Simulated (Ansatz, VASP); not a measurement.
Li3Si2N in VASP and in Ansatz

```xyz
6
Lattice="2.7029 0.0000 0.0000 -1.3515 2.3408 0.0000 0.0000 0.0000 11.8060" Properties=species:S:1:pos:R:3 pbc="T T T"
Li    1.3515    0.7803   10.5696
Li    0.0000    1.5605    1.2364
Li    0.0000    0.0000    5.9030
Si    1.3515    0.7803    3.7301
Si    0.0000    1.5605    8.0759
N     0.0000    0.0000    0.0000
```

Change from the starting cell: species swapped into the Li2AgF3 type (P-3m1, No. 164).

Alike in both runs: task relaxation of cell and atoms; functional PBE; k mesh 18 × 18 × 4; occupations gaussian, width 0.1 eV; no spin polarisation.

|  | VASP | Ansatz |
| --- | --- | --- |
| version | VASP 6.6.1 | Ansatz 0.2.0 |
| potentials or method | VASP PAW PBE potentials, release 64 (Li_sv, Si, N), cutoff 600 eV | scalar-relativistic, plane waves, PAW |
| valence electrons in the cell | 22 | 22 |

```tsv
	VASP	Ansatz	Ansatz less VASP
gap on the k mesh at the Fermi level, each at its own relaxed structure (eV)	none	none	-
relaxed volume (Å³/atom)	12.56	12.60	+0.043
relaxed length of the cell vector where the two differ most in proportion (Å)	11.875	11.889	+0.0148
```

A gap of «none» marks a metal or a gap that the smearing closes.

Noted on VASP's run: the cutoff is under 1.25 times that of the potentials, so the pressure is a little rough.
